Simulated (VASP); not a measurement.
# Cs2MoF6 (Fm-3m) in VASP: single point with r2SCAN

Aim: the single point of Cs2MoF6 with r2SCAN.

Program: VASP 6.6.1. These are calculated values, not measurements. Logs are shortened: lines on timing, memory, paths and dates and some standing lists are left out, and cuts for length are marked.

## 1. The cell of the first run

The structure is cubic, space group Fm-3m (No. 225). Conventional cell: a = 9.104 Å, b = 9.104 Å, c = 9.104 Å, α = 90.00°, β = 90.00°, γ = 90.00°. Within 2.6 Å of F (site symmetry 4mm) lie 1 Mo at 1.96 Å. Mo (site symmetry m-3m) has 6 F at 1.96 Å within 2.6 Å. Within 4.3 Å of Cs (site symmetry -43m) lie 12 F at 3.23 Å and 4 Mo at 3.94 Å.

## 2. Single point, r2SCAN

Input file POSCAR:

```
Cs2MoF6
1.0
    0.0000000000      4.5521602124      4.5521602124
    4.5521602124      0.0000000000      4.5521602124
    4.5521602124      4.5521602124      0.0000000000
F Mo Cs
6 1 2
Direct
    0.7849077051      0.2150922949      0.2150922949
    0.2150922949      0.7849077051      0.2150922949
    0.2150922949      0.7849077051      0.7849077051
    0.7849077051      0.2150922949      0.7849077051
    0.2150922949      0.2150922949      0.7849077051
    0.7849077051      0.7849077051      0.2150922949
    0.0000000000      0.0000000000      0.0000000000
    0.2500000000      0.2500000000      0.2500000000
    0.7500000000      0.7500000000      0.7500000000
```

Input file INCAR.step1:

```
ALGO = Normal ; EDIFF = 1E-4
ENCUT = 520 ; GGA = PE
ISMEAR = -1 ; LASPH = T
LCHARG = F ; LREAL = F
LWAVE = T ; NBANDS = 47
NELM = 60 ; PREC = Accurate
SIGMA = 0.1
```

Input file INCAR.step2:

```
ALGO = Normal ; EDIFF = 1E-6
ENCUT = 520 ; ISIF = 2
ISMEAR = -1 ; ISTART = 1
LASPH = T ; LCHARG = F
LMIXTAU = T ; LREAL = F
LWAVE = F ; METAGGA = R2SCAN
NBANDS = 47 ; NELM = 60
PREC = Accurate ; SIGMA = 0.1
```

Input file KPOINTS:

```
k-points
0
Gamma
  7 7 7
```

Potentials or basis: VASP PAW PBE potentials, release 64 (F, Mo_sv, Cs_sv).

On the command line:

```console
> cat potpaw_PBE.64/F/POTCAR potpaw_PBE.64/Mo_sv/POTCAR potpaw_PBE.64/Cs_sv/POTCAR > POTCAR
> cp INCAR.step1 INCAR
> mpirun -np 1 vasp_std > vasp.out
> cp INCAR.step2 INCAR
> mpirun -np 1 vasp_std > vasp.out
```

OUTCAR:

```text
EDIFF = 1E-6
   ENCUT = 520
   ISIF = 2
   ISMEAR = -1
   ISTART = 1
   LASPH = T
   LREAL = F
   METAGGA = R2SCAN
   NELM = 60
   PREC = Accurate

 ion  position               nearest neighbor table
   1  0.785  0.215  0.215-   7 1.96
   2  0.215  0.785  0.215-   7 1.96
   3  0.215  0.785  0.785-   7 1.96
   4  0.785  0.215  0.785-   7 1.96
   5  0.215  0.215  0.785-   7 1.96
   6  0.785  0.785  0.215-   7 1.96
   7  0.000  0.000  0.000-   1 1.96   2 1.96   3 1.96   4 1.96   5 1.96   6 1.96
   8  0.250  0.250  0.250-
   9  0.750  0.750  0.750-

  LATTYP: Found a face centered cubic cell.
 ALAT       =     9.1043204248

  Lattice vectors:

 A1 = (   0.0000000000,   4.5521602124,   4.5521602124)
 A2 = (   4.5521602124,   0.0000000000,   4.5521602124)
 A3 = (   4.5521602124,   4.5521602124,   0.0000000000)

Analysis of symmetry for initial positions (statically):
=====================================================================
 Subroutine PRICEL returns:
 Original cell was already a primitive cell.

 Routine SETGRP: Setting up the symmetry group for a
 face centered cubic supercell.

 Subroutine GETGRP returns: Found 48 space group operations
 (whereof 48 operations were pure point group operations)
 out of a pool of 48 trial point group operations.

The static configuration has the point symmetry O_h .

Analysis of symmetry for dynamics (positions and initial velocities):
=====================================================================
 Subroutine PRICEL returns:
 Original cell was already a primitive cell.

 Routine SETGRP: Setting up the symmetry group for a
 face centered cubic supercell.

 Subroutine GETGRP returns: Found 48 space group operations
 (whereof 48 operations were pure point group operations)
 out of a pool of 48 trial point group operations.

The dynamic configuration has the point symmetry O_h .

 Subroutine INISYM returns: Found 48 space group operations
 (whereof 48 operations are pure point group operations),
 and found     1 'primitive' translations

----------------------------------------------------------------------------------------

                                     Primitive cell

  volume of cell :     188.6612

  direct lattice vectors                    reciprocal lattice vectors
     0.000000000  4.552160212  4.552160212    -0.109837962  0.109837962  0.109837962
     4.552160212  0.000000000  4.552160212     0.109837962 -0.109837962  0.109837962
     4.552160212  4.552160212  0.000000000     0.109837962  0.109837962 -0.109837962

  length of vectors
     6.437726710  6.437726710  6.437726710     0.190244931  0.190244931  0.190244931

  position of ions in fractional coordinates (direct lattice)
     0.784907705  0.215092295  0.215092295
     0.215092295  0.784907705  0.215092295
     0.215092295  0.784907705  0.784907705
     0.784907705  0.215092295  0.784907705
     0.215092295  0.215092295  0.784907705
     0.784907705  0.784907705  0.215092295
     0.000000000  0.000000000  0.000000000
     0.250000000  0.250000000  0.250000000
     0.750000000  0.750000000  0.750000000

  ion indices of the primitive-cell ions
   primitive index   ion index
                 1           1
                 2           2
                 3           3
                 4           4
                 5           5
                 6           6
                 7           7
                 8           8
                 9           9

----------------------------------------------------------------------------------------

 KPOINTS: k-points

Automatic generation of k-mesh.
 Grid dimensions read from file:
 generate k-points for:    7    7    7

 Generating k-lattice:

  Cartesian coordinates                     Fractional coordinates (reciprocal lattice)
    -0.015691137  0.015691137  0.015691137     0.142857143  0.000000000  0.000000000
     0.015691137 -0.015691137  0.015691137     0.000000000  0.142857143  0.000000000
     0.015691137  0.015691137 -0.015691137     0.000000000  0.000000000  0.142857143

  Length of vectors
     0.027177847  0.027177847  0.027177847

  Shift w.r.t. Gamma in fractional coordinates (k-lattice)
     0.000000000  0.000000000  0.000000000

 Subroutine IBZKPT returns following result:
 ===========================================

 Found     20 irreducible k-points:

 Following reciprocal coordinates:
            Coordinates               Weight
  0.000000  0.000000  0.000000      1.000000
  0.142857  0.000000  0.000000      8.000000
  0.285714  0.000000  0.000000      8.000000
  0.428571  0.000000  0.000000      8.000000
  0.142857  0.142857  0.000000      6.000000
  0.285714  0.142857  0.000000     24.000000
[... 12 lines left out ...]
 -0.428571  0.428571  0.142857     24.000000
 -0.285714  0.428571  0.142857     24.000000
   k-points           NKPTS =     20   k-points in BZ     NKDIM =     20   number of bands    NBANDS=     47
   number of dos      NEDOS =    301   number of ions     NIONS =      9
   total plane-waves  NPLWV = 110592
   dimension x,y,z NGX =    48 NGY =   48 NGZ =   48
   dimension x,y,z NGXF=    96 NGYF=   96 NGZF=   96
   ions per type =               6   1   2
   NGX,Y,Z   is equivalent  to a cutoff of  12.40, 12.40, 12.40 a.u.
   NGXF,Y,Z  is equivalent  to a cutoff of  24.79, 24.79, 24.79 a.u.
 SYSTEM =  unknown system
   PREC   = accura    normal or accurate (medium, high low for compatibility)
   ISTART =      1    job   : 0-new  1-cont  2-samecut
   ICHARG =      0    charge: 1-file 2-atom 10-const
   ISPIN  =      1    spin polarized calculation?
   LNONCOLLINEAR =      F non collinear calculations
   LSORBIT =      F    spin-orbit coupling
   LASPH  =      T    aspherical Exc in radial PAW
   ENCUT  =  520.0 eV  38.22 Ry    6.18 a.u.  11.97 11.97 11.97*2*pi/ulx,y,z
   NELM   =     60;   NELMIN=  2; NELMDL=  0     # of ELM steps
   EDIFF  = 0.1E-05   stopping-criterion for ELM
   LREAL  =      F    real-space projection
[... 7 lines left out ...]
   TEBEG  =    0.0;   TEEND  =   0.0 temperature during run
   PSTRESS=    0.0 pullay stress
   NELECT =      74.0000    total number of electrons
   NUPDOWN=      -1.0000    fix difference up-down
   EMIN   =  10.00;   EMAX   =-10.00  energy-range for DOS
   EFERMI =   0.00;   METHOD = LEGACY
   ISMEAR =    -1;   SIGMA  =   0.10  broadening in eV -4-tet -1-fermi 0-gaus
   EFERMI_NEDOS =   21; number of points for ismear=-14 and -15
   IALGO  =     38    algorithm
   IMIX   =      4    mixing-type and parameters
     AMIX     =   0.40;   BMIX     =  1.00
     AMIX_MAG =   1.60;   BMIX_MAG =  1.00
  volume/ion in A,a.u.               =      20.96       141.46
  Fermi-wavevector in a.u.,A,eV,Ry     =   1.198371  2.264592 19.539224  1.436092
  Thomas-Fermi vector in A             =   2.334261
   LORBIT       =      0    0 simple, 1 ext, 2 COOP (PROOUT), +10 PAW based schemes
   METAGGA = R2SCAN    functional components
   LHFCALC =     F    Hartree Fock is set to
   AEXX    =    0.0000 exact exchange contribution
   IVDW    =     0    specifies the selected vdW correction
   LEPSILON=     F    determine dielectric tensor
   LRPA    =     F    only Hartree local field effects (RPA)
 non-spin polarized calculation
  energy-cutoff  :      520.00
  volume of cell :      188.66
 maximum number of plane-waves:      5099
   NGX = 23   NGY = 23   NGZ = 23

 number of electron      73.9999989 magnetization

 Free energy of the ion-electron system (eV)
  ---------------------------------------------------
  ext. energy  EPLUGINS =         0.00000000
  ---------------------------------------------------
  free energy    TOTEN  =      -120.38796531 eV

  energy without entropy =     -120.00977274  energy(sigma->0) =     -120.19886902

 E-fermi :   2.1087     XC(G=0):  -8.7976

 val. band max:       -3.3652394522   @ k =   0.0000   0.0000   0.0000
 cond. band min:       2.1189176430   @ k =   0.4286   0.4286   0.0000
 fundamental gap:      5.4841570952
 Fermi energy:         2.1087359826

 k-point     1 :       0.0000    0.0000    0.0000
  band No.  band energies     occupation
      1     -63.0311      2.00000
      2     -36.5215      2.00000
      3     -36.5215      2.00000
      4     -36.5215      2.00000
      5     -24.2165      2.00000
      6     -24.0352      2.00000
[... 39 lines left out ...]
     46       7.1866      0.00000
     47       7.1866      0.00000

 k-point     2 :       0.1429    0.0000    0.0000
  band No.  band energies     occupation
      1     -63.0311      2.00000
      2     -36.5215      2.00000
      3     -36.5215      2.00000
      4     -36.5215      2.00000
      5     -24.2106      2.00000
      6     -24.0364      2.00000
[... 39 lines left out ...]
     46       7.3560      0.00000
     47       7.3560      0.00000

 k-point     3 :       0.2857    0.0000    0.0000
  band No.  band energies     occupation
      1     -63.0311      2.00000
      2     -36.5215      2.00000
      3     -36.5215      2.00000
      4     -36.5215      2.00000
      5     -24.1970      2.00000
      6     -24.0390      2.00000
[... 39 lines left out ...]
     46       7.7491      0.00000
     47       7.7492      0.00000

 k-point     4 :       0.4286    0.0000    0.0000
  band No.  band energies     occupation
      1     -63.0311      2.00000
      2     -36.5216      2.00000
      3     -36.5215      2.00000
      4     -36.5215      2.00000
      5     -24.1856      2.00000
      6     -24.0410      2.00000
[... 739 lines left out ...]
     46       8.0200      0.00000
     47       8.2711      0.00000

 k-point    19 :      -0.4286    0.4286    0.1429
  band No.  band energies     occupation
      1     -63.0311      2.00000
      2     -36.5215      2.00000
      3     -36.5215      2.00000
      4     -36.5215      2.00000
      5     -24.1751      2.00000
      6     -24.0497      2.00000
[... 39 lines left out ...]
     46       8.1243      0.00000
     47       8.7751      0.00000

 k-point    20 :      -0.2857    0.4286    0.1429
  band No.  band energies     occupation
      1     -63.0311      2.00000
      2     -36.5215      2.00000
      3     -36.5215      2.00000
      4     -36.5215      2.00000
      5     -24.1741      2.00000
      6     -24.0482      2.00000
[... 39 lines left out ...]
     46       7.8432      0.00000
     47       8.3287      0.00000

------------------------ aborting loop because EDIFF is reached ----------------------------------------

  FORCE on cell =-STRESS in cart. coord.  units (eV):
  Direction    XX          YY          ZZ          XY          YZ          ZX
  --------------------------------------------------------------------------------------
  -------------------------------------------------------------------------------------
  Total        0.3141215      0.3141215      0.3141215     -0.0000000      0.0000000     -0.0000000
  in kB        2.6676299      2.6676299      2.6676299     -0.0000000      0.0000000     -0.0000000
  external PRESSURE =       2.6676299 kB  Pullay stress =       0.0000000 kB

 VOLUME and BASIS-vectors are now :
 -----------------------------------------------------------------------------
  energy-cutoff  :      520.00
  volume of cell :      188.66
      direct lattice vectors                 reciprocal lattice vectors
     0.000000000  4.552160212  4.552160212    -0.109837962  0.109837962  0.109837962
     4.552160212  0.000000000  4.552160212     0.109837962 -0.109837962  0.109837962
     4.552160212  4.552160212  0.000000000     0.109837962  0.109837962 -0.109837962

 POSITION                                       TOTAL-FORCE (eV/Angst)
 -----------------------------------------------------------------------------------
      1.95827      4.55216      4.55216         0.137237     -0.000000     -0.000000
      4.55216      1.95827      4.55216        -0.000000      0.137237     -0.000000
      7.14605      4.55216      4.55216        -0.137237     -0.000000     -0.000000
      4.55216      7.14605      4.55216        -0.000000     -0.137237     -0.000000
      4.55216      4.55216      1.95827        -0.000000     -0.000000      0.137237
      4.55216      4.55216      7.14605        -0.000000     -0.000000     -0.137237
      0.00000      0.00000      0.00000        -0.000000     -0.000000     -0.000000
      2.27608      2.27608      2.27608        -0.000000     -0.000000     -0.000000
      6.82824      6.82824      6.82824         0.000000      0.000000      0.000000
 -----------------------------------------------------------------------------------
    total drift:                                0.000000      0.000000      0.000000

  FREE ENERGIE OF THE ION-ELECTRON SYSTEM (eV)
  ---------------------------------------------------
  free  energy   TOTEN  =      -120.3879653075 eV

  energy  without entropy=     -120.0097727410  energy(sigma->0) =     -120.19886902
```

Wall time 14 min (1 thread of AMD EPYC 7R43 (Zen 3), shared host); peak memory 0.42 GiB.

What came out:

```yaml
Free_energy: -120.3880 eV
Pressure: 0.3 GPa
Largest_force: 0.137 eV/Å
Band_gap_on_the_k_mesh: zero (bands 37 and 38 overlap by 0.02 eV)
```

Forces in eV/Å, atoms in the order of the input:
```
F    0.137  0.000  0.000
F    0.000  0.137  0.000
F   -0.137  0.000  0.000
F    0.000 -0.137  0.000
F    0.000  0.000  0.137
F    0.000  0.000 -0.137
Mo   0.000  0.000  0.000
Cs   0.000  0.000  0.000
Cs   0.000  0.000  0.000
```

Levels at points of the mesh, in eV from the Fermi level:
```csv
k point,band 34,band 35,band 36,band 37,band 38,band 39
"(0.00, 0.00, 0.00)",-5.47,-5.47,-5.47,0.04,0.04,0.04
```

Caveat: the PAW data sets were made with another functional, which shifts forces and pressure a little; spin-orbit coupling is left out, which moves the levels of the heavy elements.

The gap in the log of VASP goes by the Fermi energy; the results here count the filled bands.